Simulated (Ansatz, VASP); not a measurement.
**One calculation of CuAs, two programs**

File INCAR:

```
PREC = Accurate
ENCUT = 520
EDIFF = 1E-6
ISMEAR = 0
SIGMA = 0.15
LREAL = F
LASPH = T
NELM = 100
ALGO = Normal
ISIF = 2
LWAVE = F
LCHARG = F
NBANDS = 24
```

KPOINTS

```
regular mesh
0
Gamma
  12 12 8
```

File POSCAR:

```
CuAs
1.0
    3.7796846230      0.0000000000      0.0000000000
   -1.8898423115      3.2733029018      0.0000000000
    0.0000000000      0.0000000000      5.1171000000
Cu As
2 2
Direct
    0.0000000000      0.0000000000      0.5000000000
    0.0000000000      0.0000000000      0.0000000000
    0.6666666667      0.3333333333      0.7500000000
    0.3333333333      0.6666666667      0.2500000000
```

Input for Ansatz:

```yaml
crystal:
  lattice:
    - [3.779684623, 0.0, 0.0]
    - [-1.8898423115, 3.2733029018, 0.0]
    - [0.0, 0.0, 5.1171]
  atoms:
    - { symbol: Cu, position: [0.0, 0.0, 0.5] }
    - { symbol: Cu, position: [0.0, 0.0, 0.0] }
    - { symbol: As, position: [0.6666666667, 0.3333333333, 0.75] }
    - { symbol: As, position: [0.3333333333, 0.6666666667, 0.25] }
basis:
  ecutwfc: 520.0
kpoints:
  mp_grid: { grid: [12, 12, 8] }
hamiltonian:
  xc: lda
scf:
  occupations: { method: gaussian, width: 0.15 }
output:
  forces: true
  stress: true
  eigenvalues: true
```

Alike in both runs: task single point; functional LDA; k mesh 12 × 12 × 8; occupations gaussian, width 0.15 eV; no spin polarisation.

|  | VASP | Ansatz |
| --- | --- | --- |
| version | VASP 6.6.1 | Ansatz 0.2.0 |
| potentials or method | VASP PAW LDA potentials, release 64 (Cu, As), cutoff 520 eV | scalar-relativistic, plane waves, PAW |
| valence electrons in the cell | 32 | 68 |

```csv
,VASP,Ansatz,Ansatz less VASP
gap on the k mesh at the Fermi level (eV),none,none,-
pressure (GPa),-5.4,-5.8,-0.40
"traceless stress, the component that is largest in VASP (GPa)",-3.29,-3.34,-0.053
```

LDA's correlation is that of Perdew and Zunger in VASP and of Perdew and Wang (1992) in Ansatz. A gap of «none» marks a metal or a gap that the smearing closes. VASP's potentials hold 32 valence electrons a cell and Ansatz's 68, so a difference there can come from the potentials and not from the codes.
